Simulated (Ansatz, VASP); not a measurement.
# Ti2O: VASP beside Ansatz

File POSCAR:

```
Ti2O
1.0
    2.9193980238      0.0000000000      0.0000000000
   -1.4596990119      2.5282728524      0.0000000000
    0.0000000000      0.0000000000      4.7130000000
Ti O
2 1
Direct
    0.6666666667      0.3333333333      0.2787400000
    0.3333333333      0.6666666667      0.7212600000
    0.0000000000      0.0000000000      0.0000000000
```

Contents of INCAR.step1:

```
SYSTEM = Ti2O
PREC = Accurate
ENCUT = 520
ISMEAR = 0
SIGMA = 0.1
LREAL = .FALSE.
LASPH = .TRUE.
NELM = 60
NBANDS = 22
GGA = PE
ALGO = Normal
EDIFF = 1E-4
LWAVE = .TRUE.
LCHARG = .FALSE.
```

Contents of INCAR.step2:

```
SYSTEM = Ti2O
PREC = Accurate
ENCUT = 520
EDIFF = 1E-6
ISMEAR = 0
SIGMA = 0.1
LREAL = .FALSE.
LASPH = .TRUE.
NELM = 60
ALGO = Normal
ISIF = 2
LWAVE = .FALSE.
LCHARG = .TRUE.
METAGGA = R2SCAN
LMIXTAU = .TRUE.
LELF = .TRUE.
LVHAR = .TRUE.
NBANDS = 22
ISTART = 1
```

File KPOINTS:

```
Automatic mesh
0
G
  18 18 10
  0 0 0
```

Input for Ansatz:

```yaml
crystal:
  lattice:
    - [2.9193980238, 0.0, 0.0]
    - [-1.4596990119, 2.5282728524, 0.0]
    - [0.0, 0.0, 4.713]
  atoms:
    - { symbol: Ti, position: [0.6666666667, 0.3333333333, 0.27874] }
    - { symbol: Ti, position: [0.3333333333, 0.6666666667, 0.72126] }
    - { symbol: O, position: [0.0, 0.0, 0.0] }
basis:
  ecutwfc: 500
kpoints:
  mp_grid: { grid: [18, 18, 10] }
hamiltonian:
  xc: r2scan
scf:
  occupations: { method: gaussian, width: 0.1 }
output:
  forces: true
  stress: true
  eigenvalues: true
  populations: true
```

Alike in both runs: task single point; functional r2SCAN; k mesh 18 × 18 × 10; occupations gaussian, width 0.1 eV; no spin polarisation.

|  | VASP | Ansatz |
| --- | --- | --- |
| version | VASP 6.6.1 | Ansatz 0.2.0 |
| potentials or method | VASP PAW PBE potentials, release 64 (Ti_sv, O), cutoff 520 eV | scalar-relativistic, plane waves, PAW |
| valence electrons in the cell | 30 | 30 |

```tsv
	VASP	Ansatz	Ansatz less VASP
gap on the k mesh at the Fermi level (eV)	none	none	-
pressure (GPa)	10.1	9.0	-1.07
traceless stress, the component that is largest in VASP (GPa)	5.25	5.20	-0.050
rms of the force components (eV/Å)	0.475	0.494	+0.0190
```

VASP's potentials were made for PBE, not for r2SCAN. Atom by atom the forces differ by 0.019 eV/Å (rms over components). A gap of «none» marks a metal or a gap that the smearing closes. The functional is the same, so the differences come from potentials, cutoffs and numerics.
